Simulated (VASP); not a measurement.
Runs of VASP 6.6.1 on LiY3. Symmetry: Fm-3m, No. 225, cubic system. The conventional cell has a = 7.800 Å, b = 7.800 Å, c = 7.800 Å, α = 90.00°, β = 90.00°, γ = 90.00°. Li (site symmetry m-3m) has 14 Y at 3.38 to 3.90 Å within 4.4 Å. Y (site symmetry -43m) has 4 Li at 3.38 Å and 10 Y at 3.38 to 3.90 Å within 4.4 Å. Within 4.4 Å of Y (site symmetry m-3m) lie 8 Y at 3.38 Å and 6 Li at 3.90 Å. 

```tsv
k mesh	gap on the mesh (eV)	pressure (GPa)
4 × 4 × 4	none	0.4
3 × 3 × 3	none	(a)
2 × 2 × 2	none	-0.2
5 × 5 × 5	none	0.4
6 × 6 × 6	none	0.4
```

Alike in all rows: task single point; level r2SCAN; potentials or basis VASP PAW PBE potentials, release 64 (Li_sv, Y_sv); no spin polarisation; cell as given; cutoff (eV) 830; smearing fermi-dirac 0.05 eV.

Q: Estimate the missing entries.

A: (a) 0.0.

Caveats: some runs use coarse meshes; the PAW data sets were made with another functional, which shifts forces and pressure a little.

A k mesh can miss the band edges, and the runs leave out spin-orbit coupling on Y.

A gap of «none» marks levels without a gap at the run's occupations.
